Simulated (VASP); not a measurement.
Here is a VASP 6.6.1 calculation.

File POSCAR:

```
Ba2C
1.0
    0.0000000000      3.5413705691      3.5413705691
    3.5413705691      0.0000000000      3.5413705691
    3.5413705691      3.5413705691      0.0000000000
C Ba
1 2
Direct
    0.0000000000      0.0000000000      0.0000000000
    0.2500000000      0.2500000000      0.2500000000
    0.7500000000      0.7500000000      0.7500000000
```

Contents of INCAR.step1:

```
PREC = Accurate
ENCUT = 520
ISMEAR = -1
SIGMA = 0.02
LREAL = F
LASPH = T
NELM = 100
NBANDS = 19
GGA = PE
ALGO = Normal
EDIFF = 1E-4
LWAVE = T
LCHARG = F
```

INCAR.step2

```
PREC = Accurate
ENCUT = 520
EDIFF = 1E-6
ISMEAR = -1
SIGMA = 0.02
LREAL = F
LASPH = T
NELM = 100
ALGO = Normal
ISIF = 2
LWAVE = F
LCHARG = F
METAGGA = R2SCAN
LMIXTAU = T
NBANDS = 19
ISTART = 1
```

Contents of KPOINTS:

```
regular mesh
0
Gamma
  6 6 6
```

Potentials or basis: VASP PAW PBE potentials, release 64 (C, Ba_sv).

The run is started by

```bash
$ cat potpaw_PBE.64/C/POTCAR potpaw_PBE.64/Ba_sv/POTCAR > POTCAR
$ cp INCAR.step1 INCAR
$ mpirun -np 1 vasp_std > vasp.out
$ cp INCAR.step2 INCAR
$ mpirun -np 1 vasp_std > vasp.out
```

Q: Predict the band gap on the k mesh.

A: Zero (filled and empty bands touch).

Q: Estimate the pressure.

A: 0.2 GPa.

Caveat: the PAW data sets were made with another functional, which shifts forces and pressure a little; spin-orbit coupling is left out, which moves the levels of the heavy elements.
